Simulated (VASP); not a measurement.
CaO: single point with PBEsol

Crystal: CaO.

```
CELL_PARAMETERS angstrom
3.93210 0.00000 0.00000
-1.96605 3.50901 0.00000
0.00000 0.00000 4.78484
ATOMIC_POSITIONS crystal
Ca 0.33333 0.66667 0.75000
Ca 0.66667 0.33333 0.25000
O 0.33333 0.66667 0.25000
O 0.66667 0.33333 0.75000
```

This cell differs from its parent crystal: strain -0.0150 x Voigt [1, -1, 0, 0, 0, 0].

- Program: VASP 6.6.1
- Task: single point
- Functional: PBEsol
- Potentials or basis: VASP PAW PBE potentials, release 64 (Ca_sv, O)
- Cutoff: 520 eV
- k mesh: 9 × 9 × 6
- Occupations: gaussian, width 0.05 eV
- Spin: no spin polarisation
- Dipole correction: no
- Further INCAR settings: ALGO = Normal; EDIFF = 1e-07; NBANDS = 24

The pressure is -1.8 GPa. The largest force is 0.170 eV/Å and the band gap on the k mesh is 3.03 eV, direct.

Forces on the atoms (eV/Å):
```
Ca   0.000  0.170  0.000
Ca   0.000 -0.170  0.000
O    0.000  0.125  0.000
O    0.000 -0.125  0.000
```

Stress tensor (GPa, compression positive):
```
-0.56  0.00  0.00
 0.00 -2.88  0.00
 0.00  0.00 -2.00
```

Levels at points of the mesh, in eV from the valence-band top:
```
           k point  band 12  band 13  band 14  band 15  band 16  band 17  band 18  band 19  band 20  band 21
(0.00, 0.00, 0.00)    -1.19    -1.18    -1.14    -1.11     0.00     3.03     6.07     6.11     7.68     7.72
(0.00, 0.00, 0.50)    -1.61    -1.33    -1.33    -1.28    -1.28     4.86     4.86     7.74     7.74     7.79
```

Wall time 3.6 min on 1 thread of Oxide Virtual Turin-like Processor (shared host), peak memory 0.24 GiB.

Caveat: the cell differs from its parent crystal (strain -0.0150 x Voigt [1, -1, 0, 0, 0, 0]); the PAW data sets were made with another functional, which shifts forces and pressure a little. A k mesh can miss the band edges.
